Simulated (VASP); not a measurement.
Write the native input for VASP 6.6.1 that does the following.

| Item | Value |
| --- | --- |
| Task | single point |
| Functional | r2SCAN |
| Potentials or basis | VASP PAW PBE potentials, release 64 (Ca_sv, Se) |
| Cutoff | 520 eV |
| k mesh | 8 × 8 × 8 |
| Occupations | gaussian, width 0.01 eV |
| Spin | no spin polarisation |
| Dipole correction | no |
| Further INCAR settings | ALGO = Normal; EDIFF = 1e-06; NBANDS = 15 |

The system is CaSe.

```
CELL_PARAMETERS angstrom
0.00000 2.96753 2.96753
3.09068 0.00000 2.96753
3.09068 2.96753 0.00000
ATOMIC_POSITIONS crystal
Ca 0.00000 0.00000 0.00000
Se 0.50000 0.50000 0.50000
```

This cell differs from its parent crystal: uniaxial x strain +4.2%.

These files were run (other wordings do the same):

POSCAR

```
CaSe
1.0
    0.0000000000      2.9675306064      2.9675306064
    3.0906831265      0.0000000000      2.9675306064
    3.0906831265      2.9675306064      0.0000000000
Ca Se
1 1
Direct
    0.0000000000      0.0000000000      0.0000000000
    0.5000000000      0.5000000000      0.5000000000
```

INCAR.step1

```
SYSTEM = CaSe
PREC = Accurate
ENCUT = 520
ISMEAR = 0
SIGMA = 0.01
LREAL = .False.
LASPH = .True.
NELM = 80
NBANDS = 15
GGA = PE
ALGO = Normal
EDIFF = 1E-4
LWAVE = .True.
LCHARG = .False.
```

INCAR.step2

```
SYSTEM = CaSe
PREC = Accurate
ENCUT = 520
EDIFF = 1E-6
ISMEAR = 0
SIGMA = 0.01
LREAL = .False.
LASPH = .True.
NELM = 80
ALGO = Normal
ISIF = 2
LWAVE = .False.
LCHARG = .False.
METAGGA = R2SCAN
LMIXTAU = .True.
NBANDS = 15
ISTART = 1
```

KPOINTS

```
regular mesh
0
Gamma
  8 8 8
  0 0 0
```

Potentials or basis: VASP PAW PBE potentials, release 64 (Ca_sv, Se).

Run with:

```bash
$ cat potpaw_PBE.64/Ca_sv/POTCAR potpaw_PBE.64/Se/POTCAR > POTCAR
$ cp INCAR.step1 INCAR
$ mpirun -np 1 vasp_std > vasp.out
$ cp INCAR.step2 INCAR
$ mpirun -np 1 vasp_std > vasp.out
```

It gave:

```
Pressure               : -1.6 GPa
Band gap on the k mesh : 2.60 eV (least direct gap 3.43 eV)
```

Caveat: the cell differs from its parent crystal (uniaxial x strain +4.2%); the PAW data sets were made with another functional, which shifts forces and pressure a little.

It took 98 s on 1 thread of Intel(R) Xeon(R) Platinum 8559C (Emerald Rapids) (shared host), peak memory 0.21 GiB.
